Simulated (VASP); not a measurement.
# Mo in VASP: a series of runs

The runs below take Mo through single point, with PBE.

All numbers are computed with VASP 6.6.1; they aren't measurements. Logs are shortened: lines on timing, memory, paths and dates and some standing lists are left out, and cuts for length are marked.

### 1 The cell of the first run

The cell holds a wire or tube with vacuum around it, 1 atom: a = 9.000 Å, b = 9.300 Å, c = 2.215 Å, α = 90.00°, β = 90.00°, γ = 90.00°.

### 2 Single point, PBE, collinear spin

Contents of INCAR:

```
PREC     = Accurate       # precision mode
ENCUT    = 520            # plane-wave cutoff, eV
EDIFF    = 1E-6           # SCF threshold, eV
ISMEAR   = 0              # smearing method
SIGMA    = 0.05           # smearing width, eV
LREAL    = F              # projectors in reciprocal space
LASPH    = T              # aspherical terms in the spheres
NELM     = 150            # most SCF steps
ALGO     = Normal         # electronic algorithm
ISIF     = 2              # what is computed and relaxed
LWAVE    = F              # write WAVECAR
LCHARG   = F              # write CHGCAR
ISPIN    = 2              # spin polarisation
MAGMOM   = 1.5            # initial moments
LORBIT   = 11             # projections on sites
LMAXMIX  = 4              # l up to which the mixer works
GGA      = PE             # functional
NBANDS   = 17             # bands
```

Contents of KPOINTS:

```
Automatic mesh
0
Gamma
  1 1 26
```

Contents of POSCAR:

```
Mo
1.0
    9.0000000000      0.0000000000      0.0000000000
    0.0000000000      9.3000000000      0.0000000000
    0.0000000000      0.0000000000      2.2154682894
Mo
1
Direct
    0.5000000000      0.5000000000      0.0000000000
```

Potentials or basis: VASP PAW PBE potentials, release 64 (Mo_sv).

Launch:

```console
$ cat potpaw_PBE.64/Mo_sv/POTCAR > POTCAR
$ mpirun -np 1 vasp_std > vasp.out
```

OUTCAR:

```text
PREC = Accurate
   ENCUT = 520
   EDIFF = 1E-6
   ISMEAR = 0
   LREAL = F
   LASPH = T
   NELM = 150
   ISIF = 2
   ISPIN = 2
   LORBIT = 11
   GGA = PE

 ion  position               nearest neighbor table
   1  0.500  0.500  0.000-

  LATTYP: Found a simple orthorhombic cell.
 ALAT       =     2.2154682894
 B/A-ratio  =     4.0623465671
 C/A-ratio  =     4.1977581194

  Lattice vectors:

 A1 = (   0.0000000000,   0.0000000000,   2.2154682894)
 A2 = (   9.0000000000,   0.0000000000,   0.0000000000)
 A3 = (   0.0000000000,   9.3000000000,   0.0000000000)

Analysis of symmetry for initial positions (statically):
=====================================================================
 Subroutine PRICEL returns:
 Original cell was already a primitive cell.

 Routine SETGRP: Setting up the symmetry group for a
 simple orthorhombic supercell.

 Subroutine GETGRP returns: Found  8 space group operations
 (whereof  8 operations were pure point group operations)
 out of a pool of  8 trial point group operations.

The static configuration has the point symmetry D_2h.

Analysis of symmetry for dynamics (positions and initial velocities):
=====================================================================
 Subroutine PRICEL returns:
 Original cell was already a primitive cell.

 Routine SETGRP: Setting up the symmetry group for a
 simple orthorhombic supercell.

 Subroutine GETGRP returns: Found  8 space group operations
 (whereof  8 operations were pure point group operations)
 out of a pool of  8 trial point group operations.

The dynamic configuration has the point symmetry D_2h.

Analysis of structural, dynamic, and magnetic symmetry:
=====================================================================
 Subroutine PRICEL returns:
 Original cell was already a primitive cell.

 Routine SETGRP: Setting up the symmetry group for a
 simple orthorhombic supercell.

 Subroutine GETGRP returns: Found  8 space group operations
 (whereof  8 operations were pure point group operations)
 out of a pool of  8 trial point group operations.

The overall configuration has the point symmetry D_2h.

 Subroutine INISYM returns: Found  8 space group operations
 (whereof  8 operations are pure point group operations),
 and found     1 'primitive' translations

----------------------------------------------------------------------------------------

                                     Primitive cell

  volume of cell :     185.4347

  direct lattice vectors                    reciprocal lattice vectors
     9.000000000  0.000000000  0.000000000     0.111111111  0.000000000  0.000000000
     0.000000000  9.300000000  0.000000000     0.000000000  0.107526882  0.000000000
     0.000000000  0.000000000  2.215468289     0.000000000  0.000000000  0.451371841

  length of vectors
     9.000000000  9.300000000  2.215468289     0.111111111  0.107526882  0.451371841

  position of ions in fractional coordinates (direct lattice)
     0.500000000  0.500000000  0.000000000

  ion indices of the primitive-cell ions
   primitive index   ion index
                 1           1

----------------------------------------------------------------------------------------

 KPOINTS: Automatic mesh

Automatic generation of k-mesh.
 Grid dimensions read from file:
 generate k-points for:    1    1   26

 Generating k-lattice:

  Cartesian coordinates                     Fractional coordinates (reciprocal lattice)
     0.111111111  0.000000000  0.000000000     1.000000000  0.000000000  0.000000000
     0.000000000  0.107526882  0.000000000     0.000000000  1.000000000  0.000000000
     0.000000000  0.000000000  0.017360455     0.000000000  0.000000000  0.038461538

  Length of vectors
     0.111111111  0.107526882  0.017360455

  Shift w.r.t. Gamma in fractional coordinates (k-lattice)
     0.000000000  0.000000000  0.000000000

 Subroutine IBZKPT returns following result:
 ===========================================

 Found     14 irreducible k-points:

 Following reciprocal coordinates:
            Coordinates               Weight
  0.000000  0.000000  0.000000      1.000000
  0.000000  0.000000  0.038462      2.000000
  0.000000  0.000000  0.076923      2.000000
  0.000000  0.000000  0.115385      2.000000
  0.000000  0.000000  0.153846      2.000000
  0.000000  0.000000  0.192308      2.000000
  0.000000  0.000000  0.230769      2.000000
  0.000000  0.000000  0.269231      2.000000
  0.000000  0.000000  0.307692      2.000000
  0.000000  0.000000  0.346154      2.000000
  0.000000  0.000000  0.384615      2.000000
  0.000000  0.000000  0.423077      2.000000
  0.000000  0.000000  0.461538      2.000000
  0.000000  0.000000  0.500000      1.000000
   k-points           NKPTS =     14   k-points in BZ     NKDIM =     14   number of bands    NBANDS=     17
   number of dos      NEDOS =    301   number of ions     NIONS =      1
   total plane-waves  NPLWV =  78400
   dimension x,y,z NGX =    70 NGY =   70 NGZ =   16
   dimension x,y,z NGXF=   140 NGYF=  140 NGZF=   32
   ions per type =               1
   NGX,Y,Z   is equivalent  to a cutoff of  12.93, 12.51, 12.01 a.u.
   NGXF,Y,Z  is equivalent  to a cutoff of  25.86, 25.03, 24.01 a.u.
 SYSTEM =  unknown system
   PREC   = accura    normal or accurate (medium, high low for compatibility)
   ISTART =      0    job   : 0-new  1-cont  2-samecut
   ICHARG =      2    charge: 1-file 2-atom 10-const
   ISPIN  =      2    spin polarized calculation?
   LNONCOLLINEAR =      F non collinear calculations
   LSORBIT =      F    spin-orbit coupling
   LASPH  =      T    aspherical Exc in radial PAW
   ENCUT  =  520.0 eV  38.22 Ry    6.18 a.u.  16.73 17.29  4.12*2*pi/ulx,y,z
   NELM   =    150;   NELMIN=  2; NELMDL= -5     # of ELM steps
   EDIFF  = 0.1E-05   stopping-criterion for ELM
   LREAL  =      F    real-space projection
[... 7 lines left out ...]
   TEBEG  =    0.0;   TEEND  =   0.0 temperature during run
   PSTRESS=    0.0 pullay stress
   NELECT =      14.0000    total number of electrons
   NUPDOWN=      -1.0000    fix difference up-down
   EMIN   =  10.00;   EMAX   =-10.00  energy-range for DOS
   EFERMI =   0.00;   METHOD = LEGACY
   ISMEAR =     0;   SIGMA  =   0.05  broadening in eV -4-tet -1-fermi 0-gaus
   EFERMI_NEDOS =   21; number of points for ismear=-14 and -15
   IALGO  =     38    algorithm
   IMIX   =      4    mixing-type and parameters
     AMIX     =   0.40;   BMIX     =  1.00
     AMIX_MAG =   1.60;   BMIX_MAG =  1.00
  volume/ion in A,a.u.               =     185.43      1251.38
  Fermi-wavevector in a.u.,A,eV,Ry     =   0.691917  1.307533  6.513773  0.478749
  Thomas-Fermi vector in A             =   1.773703
   LORBIT       =     11    0 simple, 1 ext, 2 COOP (PROOUT), +10 PAW based schemes
   GGA     = PE    functional components
   LHFCALC =     F    Hartree Fock is set to
   AEXX    =    0.0000 exact exchange contribution
   IVDW    =     0    specifies the selected vdW correction
   LEPSILON=     F    determine dielectric tensor
   LRPA    =     F    only Hartree local field effects (RPA)
 spin polarized calculation
 Gauss-broadening in eV      SIGMA  =   0.05
  energy-cutoff  :      520.00
  volume of cell :      185.43
 maximum number of plane-waves:      5032
 NGX is ok and might be reduce to    70

 number of electron      14.0000000 magnetization       0.1444021

 Free energy of the ion-electron system (eV)
  ---------------------------------------------------
  ext. energy  EPLUGINS =         0.00000000
  ---------------------------------------------------
  free energy    TOTEN  =        -6.27616858 eV

  energy without entropy =       -6.27534286  energy(sigma->0) =       -6.27575572

 E-fermi :  -3.1282     XC(G=0):  -2.7825

 val. band max:       -3.1937714742   @ k =   0.0000   0.0000   0.2308
 cond. band min:      -3.0642240901   @ k =   0.0000   0.0000   0.2308
 fundamental gap:      0.1295473842
 Fermi energy:        -3.1281735402

 spin component 1

 k-point     1 :       0.0000    0.0000    0.0000
  band No.  band energies     occupation
      1     -64.2296      1.00000
      2     -38.1978      1.00000
      3     -38.1978      1.00000
      4     -35.6697      1.00000
      5      -7.4785      1.00000
      6      -4.5987      1.00000
[... 9 lines left out ...]
     16       3.0751      0.00000
     17       3.2111      0.00000

 k-point     2 :       0.0000    0.0000    0.0385
  band No.  band energies     occupation
      1     -64.2172      1.00000
      2     -38.1886      1.00000
      3     -38.1885      1.00000
      4     -35.7511      1.00000
      5      -7.3203      1.00000
      6      -4.5550      1.00000
[... 9 lines left out ...]
     16       3.1564      0.00000
     17       3.2526      0.00000
[... 208 lines left out ...]
      6      -6.6014      1.00000
[... 9 lines left out ...]
     16       8.8332      0.00000
     17       8.9000      0.00000

 k-point    14 :       0.0000    0.0000    0.5000
  band No.  band energies     occupation
      1     -63.2983      1.00000
      2     -40.3678      1.00000
      3     -37.5261      1.00000
      4     -37.5261      1.00000
      5      -6.6721      1.00000
      6      -6.6721      1.00000
[... 9 lines left out ...]
     16       8.6092      0.00000
     17       8.6145      0.00000
 Fermi energy:        -3.1281735402

 spin component 2

 k-point     1 :       0.0000    0.0000    0.0000
  band No.  band energies     occupation
      1     -64.1561      1.00000
      2     -38.0852      1.00000
      3     -38.0851      1.00000
      4     -35.6432      1.00000
      5      -7.4366      1.00000
      6      -4.5291      1.00000
[... 9 lines left out ...]
     16       3.0761      0.00000
     17       3.2302      0.00000

 k-point     2 :       0.0000    0.0000    0.0385
  band No.  band energies     occupation
      1     -64.1437      1.00000
      2     -38.0759      1.00000
      3     -38.0758      1.00000
      4     -35.7246      1.00000
      5      -7.2781      1.00000
      6      -4.4856      1.00000
[... 9 lines left out ...]
     16       3.1591      0.00000
     17       3.2717      0.00000
[... 221 lines left out ...]
 k-point    14 :       0.0000    0.0000    0.5000
  band No.  band energies     occupation
      1     -63.2210      1.00000
      2     -40.3458      1.00000
      3     -37.4105      1.00000
      4     -37.4104      1.00000
      5      -6.6221      1.00000
      6      -6.6220      1.00000
[... 9 lines left out ...]
     16       8.6110      0.00000
     17       8.6247      0.00000

------------------------ aborting loop because EDIFF is reached ----------------------------------------

  FORCE on cell =-STRESS in cart. coord.  units (eV):
  Direction    XX          YY          ZZ          XY          YZ          ZX
  --------------------------------------------------------------------------------------
  -------------------------------------------------------------------------------------
  Total       -0.0565169     -0.0422133      0.2991013      0.0000000      0.0000000      0.0000000
  in kB       -0.4883125     -0.3647278      2.5842703      0.0000000      0.0000000      0.0000000
  external PRESSURE =       0.5770767 kB  Pullay stress =       0.0000000 kB

 VOLUME and BASIS-vectors are now :
 -----------------------------------------------------------------------------
  energy-cutoff  :      520.00
  volume of cell :      185.43
      direct lattice vectors                 reciprocal lattice vectors
     9.000000000  0.000000000  0.000000000     0.111111111  0.000000000  0.000000000
     0.000000000  9.300000000  0.000000000     0.000000000  0.107526882  0.000000000
     0.000000000  0.000000000  2.215468289     0.000000000  0.000000000  0.451371841

 POSITION                                       TOTAL-FORCE (eV/Angst)
 -----------------------------------------------------------------------------------
      4.50000      4.65000      0.00000         0.000000      0.000000      0.000000
 -----------------------------------------------------------------------------------
    total drift:                                0.000000      0.000000      0.000000

  FREE ENERGIE OF THE ION-ELECTRON SYSTEM (eV)
  ---------------------------------------------------
  free  energy   TOTEN  =        -6.2761685831 eV

  energy  without entropy=       -6.2753428634  energy(sigma->0) =       -6.27575572

 total charge

# of ion       s       p       d       tot
------------------------------------------
    1        2.366   6.029   4.332  12.727

 magnetization (x)

# of ion       s       p       d       tot
------------------------------------------
    1        0.001   0.000   0.117   0.118
```

Run time: 53 s. Hardware: 1 thread of Intel Xeon 6975P-C (Granite Rapids), shared host; peak memory 0.34 GiB.

Results:

```yaml
Free_energy: -6.2762 eV
Net_moment: 0.14 μB per cell
Site_moments: Mo +0.12 μB
Valence_electrons_inside_the_program's_atomic_spheres: Mo 12.73
```

Levels at points of the mesh, in eV from the Fermi level:
Spin up:
```csv
k point,band 3,band 4,band 5,band 6,band 7,band 8,band 9,band 10,band 11,band 12
"(0.00, 0.00, 0.00)",-35.07,-32.54,-4.35,-1.47,-0.97,-0.96,2.09,2.11,4.13,4.97
"(0.00, 0.00, 0.50)",-34.40,-34.40,-3.54,-3.54,1.40,1.40,3.23,6.41,9.77,9.79
```
Spin down:
```
           k point  band 4  band 5  band 6  band 7  band 8  band 9
(0.00, 0.00, 0.00)  -32.52   -4.31   -1.40   -0.84   -0.84    2.13
(0.00, 0.00, 0.50)  -34.28   -3.49   -3.49    1.55    1.55    3.34
```

Caveat: a moment this small can come from the mesh or the smearing.

### 3 Single point, PBE, collinear spin

This run uses another cell than the first one: it holds 4 atoms, not 1.

Contents of INCAR:

```
  PREC = Accurate
  ENCUT = 520
  EDIFF = 1E-6
  ISMEAR = 0
  SIGMA = 0.05
  LREAL = F
  LASPH = T
  NELM = 150
  ALGO = Normal
  ISIF = 2
  LWAVE = F
  LCHARG = F
  ISPIN = 2
  MAGMOM = 1.5 1.5 1.5 1.5
  LORBIT = 11
  LMAXMIX = 4
  GGA = PE
  NBANDS = 40
```

Contents of KPOINTS:

```
regular mesh
0
Gamma
  1 1 13
```

Contents of POSCAR:

```
Mo
1.0
   11.6000000000      0.0000000000      0.0000000000
    0.0000000000      9.3000000000      0.0000000000
    0.0000000000      0.0000000000      4.8790548303
Mo
4
Direct
    0.4029424056      0.5000000000      0.0000000000
    0.4029424056      0.5000000000      0.5000000000
    0.5970575944      0.5000000000      0.0000000000
    0.5970575944      0.5000000000      0.5000000000
```

Potentials or basis: VASP PAW PBE potentials, release 64 (Mo_sv).

Launch:

```console
$ cat potpaw_PBE.64/Mo_sv/POTCAR > POTCAR
$ mpirun -np 1 vasp_std > vasp.out
```

Wall time 5 min (1 thread of Intel Xeon 6975P-C (Granite Rapids), shared host); peak memory 0.74 GiB.

It converged, with:

| Item | Value |
| --- | --- |
| Free energy | -30.0427 eV |
| Largest force | 0.154 eV/Å |
| Net moment | 0.63 μB per cell |
| Site moments | Mo +0.08 μB |
| Valence electrons inside the program's atomic spheres | Mo 12.75 |

Forces in eV/Å, atoms in the order of the input:
```
Mo  -0.154  0.000  0.000
Mo  -0.154  0.000  0.000
Mo   0.154  0.000  0.000
Mo   0.154  0.000  0.000
```

Levels at points of the mesh, in eV from the Fermi level:
Spin up:
```csv
k point,band 24,band 25,band 26,band 27,band 28,band 29,band 30,band 31,band 32,band 33
"(0.00, 0.00, 0.00)",-1.69,-0.92,-0.79,-0.61,-0.23,0.78,1.05,1.25,1.27,1.96
```
Spin down:
| k point | band 24 | band 25 | band 26 | band 27 | band 28 | band 29 | band 30 | band 31 | band 32 | band 33 |
| --- | --- | --- | --- | --- | --- | --- | --- | --- | --- | --- |
| (0.00, 0.00, 0.00) | -1.58 | -0.88 | -0.75 | -0.43 | -0.07 | 0.90 | 1.18 | 1.36 | 1.39 | 2.03 |

Caveat: a moment this small can come from the mesh or the smearing.
